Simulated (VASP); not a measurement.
Input of a VASP 6.6.1 run:

Contents of INCAR:

```
PREC = Accurate
ENCUT = 520
EDIFF = 1E-7
ISMEAR = 0
SIGMA = 0.1
LREAL = F
LASPH = T
NELM = 60
ALGO = Normal
ISIF = 2
LWAVE = F
LCHARG = T
GGA = PE
LELF = T
LVHAR = T
NBANDS = 30
```

The input KPOINTS:

```
Automatic mesh
0
Gamma
  6 6 2
```

POSCAR

```
CdTeSe4
1.0
    5.5741751300      0.0000000000      0.0000000000
   -2.7870875700      4.8273772700      0.0000000000
    0.0000000000      0.0000000000      7.6706707100
Cd Te Se
1 1 4
Direct
    0.0000000000      0.0000000000      0.0000000000
    0.0000000000      0.0000000000      0.5000000000
    0.3333333300      0.6666666700      0.7053847700
    0.6666666700      0.3333333300      0.7053847700
    0.6666666700      0.3333333300      0.2946152300
    0.3333333300      0.6666666700      0.2946152300
```

Potentials or basis: VASP PAW PBE potentials, release 64 (Cd, Te, Se).

Run with:

```sh
$ cat potpaw_PBE.64/Cd/POTCAR potpaw_PBE.64/Te/POTCAR potpaw_PBE.64/Se/POTCAR > POTCAR
$ mpirun -np 1 vasp_std > vasp.out
```

(1) What does it give for the pressure?

(2) What does it give for the largest force?

(3) What does it give for the band gap on the k mesh?

Results:

(1) -7.6 GPa.

(2) 0.389 eV/Å.

(3) zero (bands 21 and 22 overlap by 0.55 eV).

Caveat: the k points lie up to 0.41 Å⁻¹ apart, too coarse for converged energies and pressures of a metal; semilocal functionals underestimate gaps, so a narrow gap can read as zero; spin-orbit coupling is left out, which moves the levels of the heavy elements.
